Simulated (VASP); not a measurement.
# P (Cmc2_1) in VASP: a series of runs

The runs below take P through single point, with PBEsol.

All numbers are computed with VASP 6.6.1; they aren't measurements. Logs are shortened: lines on timing, memory, paths and dates and some standing lists are left out, and cuts for length are marked.

## 1. The cell of the first run

The structure is orthorhombic, space group Cmc2_1 (No. 36). Conventional cell: a = 3.317 Å, b = 10.291 Å, c = 4.197 Å, α = 90.00°, β = 90.00°, γ = 90.00°. Within 3.0 Å of P (site symmetry m) lie 3 P at 2.25 to 2.31 Å. Within 3.5 Å of P (site symmetry m) lie 13 P at 2.25 to 3.46 Å.

## 2. Single point, PBEsol (atoms displaced along a vibrational mode)

INCAR reads:

```
SYSTEM = P
  ALGO = Normal
  EDIFF = 1E-6
  ENCUT = 520
  GGA = PS
  ISIF = 2
  ISMEAR = 0
  LASPH = .True.
  LCHARG = .True.
  LELF = .True.
  LREAL = .False.
  LVHAR = .True.
  LWAVE = .False.
  NBANDS = 18
  NELM = 80
  PREC = Accurate
  SIGMA = 0.15
```

KPOINTS reads:

```
k-points
0
Gamma
  16 16 12
  0 0 0
```

POSCAR reads:

```
P
1.0
    1.6587070759     -5.1453559977      0.0000000000
    1.6587070759      5.1453559977      0.0000000000
    0.0000000000      0.0000000000      4.1971725448
P
4
Direct
    0.1344350130      0.8655649870      0.9271259313
    0.5761300094      0.4238699906      0.5728740687
    0.9238699906      0.0761300094      0.0728740687
    0.3655649870      0.6344350130      0.4271259313
```

Potentials or basis: VASP PAW PBE potentials, release 64 (P).

The run is started by

```console
> cat potpaw_PBE.64/P/POTCAR > POTCAR
> mpirun -np 1 vasp_std > vasp.out
```

OUTCAR:

```text
SYSTEM = P
   EDIFF = 1E-6
   ENCUT = 520
   GGA = PS
   ISIF = 2
   ISMEAR = 0
   LASPH = .True.
   LREAL = .False.
   NELM = 80
   PREC = Accurate

 ion  position               nearest neighbor table
   1  0.134  0.866  0.927-   3 2.25   2 2.31   2 2.31
   2  0.576  0.424  0.573-   4 2.25   1 2.31   1 2.31
   3  0.924  0.076  0.073-   1 2.25   4 2.31   4 2.31
   4  0.366  0.634  0.427-   2 2.25   3 2.31   3 2.31

  LATTYP: Found a base centered orthorhombic cell.
 ALAT       =     3.3174141518
 B/A-ratio  =     3.1020281233
 C/A-ratio  =     1.2651940194

  Lattice vectors:

 A1 = (   1.6587070759,  -5.1453559977,   0.0000000000)
 A2 = (   1.6587070759,   5.1453559977,   0.0000000000)
 A3 = (   0.0000000000,   0.0000000000,   4.1971725448)

Analysis of symmetry for initial positions (statically):
=====================================================================
 Subroutine PRICEL returns:
 Original cell was already a primitive cell.

 Routine SETGRP: Setting up the symmetry group for a
 base centered orthorhombic supercell.

 Subroutine GETGRP returns: Found  4 space group operations
 (whereof  2 operations were pure point group operations)
 out of a pool of  8 trial point group operations.

The static configuration has the point symmetry C_1h.
 The point group associated with its full space group is C_2v.

Analysis of symmetry for dynamics (positions and initial velocities):
=====================================================================
 Subroutine PRICEL returns:
 Original cell was already a primitive cell.

 Routine SETGRP: Setting up the symmetry group for a
 base centered orthorhombic supercell.

 Subroutine GETGRP returns: Found  4 space group operations
 (whereof  2 operations were pure point group operations)
 out of a pool of  8 trial point group operations.

The dynamic configuration has the point symmetry C_1h.
 The point group associated with its full space group is C_2v.

 Subroutine INISYM returns: Found  4 space group operations
 (whereof  2 operations are pure point group operations),
 and found     1 'primitive' translations

----------------------------------------------------------------------------------------

                                     Primitive cell

  volume of cell :      71.6427

  direct lattice vectors                    reciprocal lattice vectors
     1.658707076 -5.145355998  0.000000000     0.301439602 -0.097175006  0.000000000
     1.658707076  5.145355998  0.000000000     0.301439602  0.097175006  0.000000000
     0.000000000  0.000000000  4.197172545     0.000000000  0.000000000  0.238255633

  length of vectors
     5.406107426  5.406107426  4.197172545     0.316715669  0.316715669  0.238255633

  position of ions in fractional coordinates (direct lattice)
     0.134435013  0.865564987  0.927125931
     0.576130009  0.423869991  0.572874069
     0.923869991  0.076130009  0.072874069
     0.365564987  0.634435013  0.427125931

  ion indices of the primitive-cell ions
   primitive index   ion index
                 1           1
                 2           2
                 3           3
                 4           4

----------------------------------------------------------------------------------------

 KPOINTS: k-points

Automatic generation of k-mesh.
 Grid dimensions read from file:
 generate k-points for:   16   16   12

 Generating k-lattice:

  Cartesian coordinates                     Fractional coordinates (reciprocal lattice)
     0.018839975 -0.006073438  0.000000000     0.062500000  0.000000000  0.000000000
     0.018839975  0.006073438  0.000000000     0.000000000  0.062500000  0.000000000
     0.000000000  0.000000000  0.019854636     0.000000000  0.000000000  0.083333333

  Length of vectors
     0.019794729  0.019794729  0.019854636

  Shift w.r.t. Gamma in fractional coordinates (k-lattice)
     0.000000000  0.000000000  0.000000000

 Subroutine IBZKPT returns following result:
 ===========================================

 Found    511 irreducible k-points:

 Following reciprocal coordinates:
            Coordinates               Weight
  0.000000  0.000000  0.000000      1.000000
  0.062500  0.000000  0.000000      4.000000
  0.125000  0.000000  0.000000      4.000000
  0.187500  0.000000  0.000000      4.000000
  0.250000  0.000000  0.000000      4.000000
  0.312500 -0.000000  0.000000      4.000000
[... 16 lines left out ...]
 -0.125000  0.062500  0.000000      4.000000
 -0.062500  0.062500  0.000000      2.000000
 [... further k-points ...]
   k-points           NKPTS =    511   k-points in BZ     NKDIM =    511   number of bands    NBANDS=     18
   number of dos      NEDOS =    301   number of ions     NIONS =      4
   total plane-waves  NPLWV =  51200
   dimension x,y,z NGX =    40 NGY =   40 NGZ =   32
   dimension x,y,z NGXF=    80 NGYF=   80 NGZF=   64
   ions per type =               4
   NGX,Y,Z   is equivalent  to a cutoff of  12.30, 12.30, 12.67 a.u.
   NGXF,Y,Z  is equivalent  to a cutoff of  24.60, 24.60, 25.35 a.u.
 SYSTEM =  P
   PREC   = accura    normal or accurate (medium, high low for compatibility)
   ISTART =      0    job   : 0-new  1-cont  2-samecut
   ICHARG =      2    charge: 1-file 2-atom 10-const
   ISPIN  =      1    spin polarized calculation?
   LNONCOLLINEAR =      F non collinear calculations
   LSORBIT =      F    spin-orbit coupling
   LASPH  =      T    aspherical Exc in radial PAW
   ENCUT  =  520.0 eV  38.22 Ry    6.18 a.u.  10.05 10.05  7.80*2*pi/ulx,y,z
   NELM   =     80;   NELMIN=  2; NELMDL= -5     # of ELM steps
   EDIFF  = 0.1E-05   stopping-criterion for ELM
   LREAL  =      F    real-space projection
   EDIFFG = 0.1E-04   stopping-criterion for IOM
   NSW    =      0    number of steps for IOM
   IBRION =     -1    ionic relax: 0-MD 1-quasi-New 2-CG
   NFREE  =      0    steps in history (QN), initial steepest desc. (CG)
   ISIF   =      2    stress and relaxation
   ISYM   =      2    0-nonsym 1-usesym 2-fastsym
   POTIM  = 0.5000    time-step for ionic-motion
   TEBEG  =    0.0;   TEEND  =   0.0 temperature during run
   PSTRESS=    0.0 pullay stress
   NELECT =      20.0000    total number of electrons
   NUPDOWN=      -1.0000    fix difference up-down
   EMIN   =  10.00;   EMAX   =-10.00  energy-range for DOS
   EFERMI =   0.00;   METHOD = LEGACY
   ISMEAR =     0;   SIGMA  =   0.15  broadening in eV -4-tet -1-fermi 0-gaus
   EFERMI_NEDOS =   21; number of points for ismear=-14 and -15
   IALGO  =     38    algorithm
   IMIX   =      4    mixing-type and parameters
     AMIX     =   0.40;   BMIX     =  1.00
     AMIX_MAG =   1.60;   BMIX_MAG =  1.00
  volume/ion in A,a.u.               =      17.91       120.87
  Fermi-wavevector in a.u.,A,eV,Ry     =   1.069944  2.021900 15.575665  1.144779
  Thomas-Fermi vector in A             =   2.205638
   LORBIT       =      0    0 simple, 1 ext, 2 COOP (PROOUT), +10 PAW based schemes
   GGA     = PS    functional components
   LHFCALC =     F    Hartree Fock is set to
   AEXX    =    0.0000 exact exchange contribution
   IVDW    =     0    specifies the selected vdW correction
   LEPSILON=     F    determine dielectric tensor
   LRPA    =     F    only Hartree local field effects (RPA)
 non-spin polarized calculation
 Gauss-broadening in eV      SIGMA  =   0.15
  energy-cutoff  :      520.00
  volume of cell :       71.64
 maximum number of plane-waves:      1948
   NGX = 21   NGY = 21   NGZ = 15

 number of electron      19.9999999 magnetization

 Free energy of the ion-electron system (eV)
  ---------------------------------------------------
  ext. energy  EPLUGINS =         0.00000000
  ---------------------------------------------------
  free energy    TOTEN  =       -22.51549029 eV

  energy without entropy =      -22.51199292  energy(sigma->0) =      -22.51374161

 E-fermi :   7.1849     XC(G=0): -10.3654

 val. band max:        7.1697745919   @ k =   0.5000   0.4375   0.3333
 cond. band min:       7.1895651134   @ k =  -0.1875   0.1875   0.3333
 fundamental gap:      0.0197905216
 Fermi energy:         7.1849048851

 k-point     1 :       0.0000    0.0000    0.0000
  band No.  band energies     occupation
      1      -8.5959      2.00000
      2      -5.0140      2.00000
      3      -1.9215      2.00000
      4      -0.7153      2.00000
      5       2.1014      2.00000
      6       2.9695      2.00000
[... 10 lines left out ...]
     17      14.0223      0.00000
     18      14.6207      0.00000

 k-point     2 :       0.0625    0.0000    0.0000
  band No.  band energies     occupation
      1      -8.5466      2.00000
      2      -4.9790      2.00000
      3      -1.9542      2.00000
      4      -0.6681      2.00000
      5       2.1455      2.00000
      6       2.8346      2.00000
[... 10 lines left out ...]
     17      13.5803      0.00000
     18      14.2494      0.00000

 k-point     3 :       0.1250    0.0000    0.0000
  band No.  band energies     occupation
      1      -8.3991      2.00000
      2      -4.8738      2.00000
      3      -2.0720      2.00000
      4      -0.5346      2.00000
      5       2.2370      2.00000
      6       2.4303      2.00000
[... 10 lines left out ...]
     17      12.7252      0.00000
     18      13.9288      0.00000

 k-point     4 :       0.1875    0.0000    0.0000
  band No.  band energies     occupation
      1      -8.1546      2.00000
      2      -4.6993      2.00000
      3      -2.3239      2.00000
      4      -0.3517      2.00000
      5       1.7180      2.00000
      6       2.2804      2.00000
[... 375 lines left out ...]
      4      -0.3707      2.00000
      5       2.1654      2.00000
      6       2.4586      2.00000
[... 10 lines left out ...]
     17      12.6105      0.00000
     18      13.5642      0.00000

 k-point    23 :      -0.1250    0.0625    0.0000
  band No.  band energies     occupation
      1      -8.5241      2.00000
      2      -5.0664      2.00000
      3      -1.9431      2.00000
      4      -0.5543      2.00000
      5       2.1655      2.00000
      6       2.7569      2.00000
[... 10 lines left out ...]
     17      13.2353      0.00000
     18      14.2348      0.00000

 k-point    24 :      -0.0625    0.0625    0.0000
  band No.  band energies     occupation
      1      -8.5846      2.00000
      2      -5.0591      2.00000
      3      -1.9154      2.00000
      4      -0.6569      2.00000
      5       2.1150      2.00000
      6       2.9226      2.00000
[... 10 lines left out ...]
     17      13.7671      0.00000
     18      14.7560      0.00000

 [... further k-points ...]

------------------------ aborting loop because EDIFF is reached ----------------------------------------

  FORCE on cell =-STRESS in cart. coord.  units (eV):
  Direction    XX          YY          ZZ          XY          YZ          ZX
  --------------------------------------------------------------------------------------
  -------------------------------------------------------------------------------------
  Total       -0.4541559     -1.3302006     -2.1609289      0.0000000      0.0000000      0.0000000
  in kB      -10.1564893    -29.7478641    -48.3258060      0.0000000      0.0000000      0.0000000
  external PRESSURE =     -29.4100531 kB  Pullay stress =       0.0000000 kB

 VOLUME and BASIS-vectors are now :
 -----------------------------------------------------------------------------
  energy-cutoff  :      520.00
  volume of cell :       71.64
      direct lattice vectors                 reciprocal lattice vectors
     1.658707076 -5.145355998  0.000000000     0.301439602 -0.097175006  0.000000000
     1.658707076  5.145355998  0.000000000     0.301439602  0.097175006  0.000000000
     0.000000000  0.000000000  4.197172545     0.000000000  0.000000000  0.238255633

 POSITION                                       TOTAL-FORCE (eV/Angst)
 -----------------------------------------------------------------------------------
      1.65871      3.76192      3.89131         0.000000      1.209696     -0.478882
      1.65871     -0.78343      2.40445         0.000000     -1.079766      0.478882
      1.65871     -4.36192      0.30587         0.000000      1.079766      0.478882
      1.65871      1.38343      1.79272         0.000000     -1.209696     -0.478882
 -----------------------------------------------------------------------------------
    total drift:                                0.000000     -0.000000     -0.000056

  FREE ENERGIE OF THE ION-ELECTRON SYSTEM (eV)
  ---------------------------------------------------
  free  energy   TOTEN  =       -22.5154902931 eV

  energy  without entropy=      -22.5119929206  energy(sigma->0) =      -22.51374161
```

It took 3.9 min on 1 thread of Intel Xeon 6975P-C (Granite Rapids), shared host; peak memory 0.55 GiB.

What came out:

```
Free energy            : -22.5155 eV
Pressure               : -2.9 GPa
Largest force          : 1.301 eV/Å
Band gap on the k mesh : zero (bands 10 and 11 overlap by 0.25 eV)
```

Forces in eV/Å, atoms in the order of the input:
```
P    0.000  1.210 -0.479
P    0.000 -1.080  0.479
P    0.000  1.080  0.479
P    0.000 -1.210 -0.479
```

Stress tensor (GPa, compression positive):
```
-1.02  0.00  0.00
 0.00 -2.97  0.00
 0.00  0.00 -4.83
```

Levels at points of the mesh, in eV from the Fermi level:
| k point | band 8 | band 9 | band 10 | band 11 | band 12 | band 13 |
| --- | --- | --- | --- | --- | --- | --- |
| (0.00, 0.00, 0.00) | -2.22 | -2.02 | -1.73 | 0.17 | 2.00 | 2.19 |
| (0.50, 0.00, 0.00) | -3.26 | -2.58 | -2.31 | 0.25 | 0.67 | 1.04 |
| (0.50, 0.50, 0.00) | -1.83 | -1.40 | -1.36 | 0.84 | 1.98 | 2.48 |
| (0.00, 0.00, 0.50) | -2.52 | -0.73 | -0.73 | 1.84 | 1.84 | 2.18 |
| (0.50, 0.00, 0.50) | -5.37 | -2.07 | -2.07 | 1.04 | 1.04 | 4.25 |
| (0.50, 0.50, 0.50) | -2.58 | -1.19 | -1.19 | 1.30 | 1.30 | 2.32 |

Caveat: the cell differs from its parent crystal (atoms displaced along a vibrational mode); the PAW data sets were made with another functional, which shifts forces and pressure a little.

## 3. Single point, PBEsol (atoms displaced along a vibrational mode)

INCAR reads:

```
SYSTEM = P
PREC = Accurate ; ENCUT = 520
EDIFF = 1E-7 ; ISMEAR = 0
SIGMA = 0.15 ; LREAL = .False.
LASPH = .True. ; NELM = 80
ALGO = Normal ; ISIF = 2
LWAVE = .False. ; LCHARG = .False.
GGA = PS ; NBANDS = 18
```

KPOINTS reads:

```
regular mesh
0
Gamma
  16 16 12
  0 0 0
```

POSCAR reads:

```
P
1.0
    1.6587070759     -5.1453559977      0.0000000000
    1.6587070759      5.1453559977      0.0000000000
    0.0000000000      0.0000000000      4.1971725448
P
4
Direct
    0.0834181348      0.9165818652      0.9271259313
    0.6271468876      0.3728531124      0.5728740687
    0.8728531124      0.1271468876      0.0728740687
    0.4165818652      0.5834181348      0.4271259313
```

Potentials or basis: VASP PAW PBE potentials, release 64 (P).

The run is started by

```console
> cat potpaw_PBE.64/P/POTCAR > POTCAR
> mpirun -np 1 vasp_std > vasp.out
```

It took 4.5 min on 1 thread of Intel Xeon 6975P-C (Granite Rapids), shared host; peak memory 0.55 GiB.

It converged, with:

```
Free energy            : -22.7979 eV
Pressure               : -1.8 GPa
Largest force          : 0.858 eV/Å
Band gap on the k mesh : zero (bands 10 and 11 overlap by 0.03 eV)
```

Forces on the atoms (eV/Å):
```
P    0.000 -0.672 -0.303
P    0.000  0.803  0.303
P    0.000 -0.803  0.303
P    0.000  0.672 -0.303
```

Stress tensor (GPa, compression positive):
```
-0.74  0.00  0.00
 0.00 -1.33  0.00
 0.00  0.00 -3.43
```

Levels at points of the mesh, in eV from the Fermi level:
```csv
k point,band 7,band 8,band 9,band 10,band 11,band 12,band 13,band 14
"(0.00, 0.00, 0.00)",-3.74,-2.44,-2.21,-1.53,0.47,1.81,2.11,3.35
"(0.50, 0.00, 0.00)",-3.58,-3.12,-2.61,-2.36,0.48,0.81,1.01,1.46
"(0.50, 0.50, 0.00)",-4.03,-1.67,-1.51,-1.37,0.77,1.57,2.51,3.13
"(0.00, 0.00, 0.50)",-2.70,-2.70,-0.77,-0.77,1.73,1.73,2.27,2.27
"(0.50, 0.00, 0.50)",-5.47,-5.47,-2.04,-2.04,1.30,1.30,4.43,4.43
"(0.50, 0.50, 0.50)",-2.49,-2.49,-1.21,-1.21,1.50,1.50,2.32,2.32
```

Caveat: the cell differs from its parent crystal (atoms displaced along a vibrational mode); the PAW data sets were made with another functional, which shifts forces and pressure a little.
